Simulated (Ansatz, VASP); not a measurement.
# One calculation of BAs, two programs

```
CELL_PARAMETERS angstrom
0.00000 2.39187 2.39187
2.39187 0.00000 2.39187
2.39187 2.39187 0.00000
ATOMIC_POSITIONS crystal
B 0.00000 0.00000 0.00000
As 0.25000 0.25000 0.25000
```

Alike in both runs: task single point; functional PBE-based screened hybrid with a share of 0.15 of exact exchange and HFSCREEN = 0.3; k mesh 4 × 4 × 4; no spin polarisation.

|  | VASP | Ansatz |
| --- | --- | --- |
| version | VASP 6.6.1 | Ansatz 0.2.0 |
| potentials or method | VASP PAW PBE potentials, release 64 (B, As) | plane waves |
| plane-wave cutoff (eV) | 520 | 420 |
| occupations | gaussian, width 0.01 eV | fixed |
| valence electrons in the cell | 8 | 18 |

```tsv
	VASP	Ansatz	Ansatz less VASP
gap on the k mesh at the Fermi level (eV)	1.72	1.72	+0.001
pressure (GPa)	1.2	1.0	-0.20
```

VASP's potentials were made for PBE, not for PBE-based screened hybrid. VASP's potentials hold 8 valence electrons a cell and Ansatz's 18, so a difference there can come from the potentials and not from the codes. Ansatz's warnings: stress exchange threshold loose, stress scf threshold loose.

The k mesh is coarse, so the values compare programs but aren't converged.
